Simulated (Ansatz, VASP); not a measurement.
One calculation of HfO2, two programs

```
Hf O
1.0
    -2.44080    2.44080    2.77620
     2.44080   -2.44080    2.77620
     2.44080    2.44080   -2.77620
Hf O
2 4
Cartesian
  0.0000 0.0000 1.3881
  0.0000 0.0000 4.1643
  1.0187 3.4595 0.0000
  1.4221 1.0187 0.0000
  1.4221 -1.0187 2.7762
  1.0187 1.4221 2.7762
```

Alike in both runs: functional PBE; k mesh 10 × 10 × 10; occupations gaussian, width 0.01 eV; no spin polarisation.

Ansatz relaxed the structure, and its values are those at the end. VASP's run is a single point on that final structure, the one shown.

```csv
,VASP,Ansatz
version,VASP 6.6.1,Ansatz 0.2.0
potentials or method,"VASP PAW PBE potentials, release 64 (Hf_pv, O), cutoff 520 eV","scalar-relativistic, plane waves, PAW"
valence electrons in the cell,44,76
```

|  | VASP | Ansatz | Ansatz less VASP |
| --- | --- | --- | --- |
| gap on the k mesh at the Fermi level (eV) | 0.12 | 0.14 | +0.017 |
| least direct gap on the mesh (eV) | 0.75 | 0.75 | +0.005 |
| pressure (GPa) | -3.3 | 0.0 | +3.24 |
| rms of the force components (eV/Å) | 0.026 | 0.000 | -0.0260 |

VASP's potentials hold 44 valence electrons a cell and Ansatz's 76, so a difference there can come from the potentials and not from the codes.

Spin-orbit coupling is off throughout.
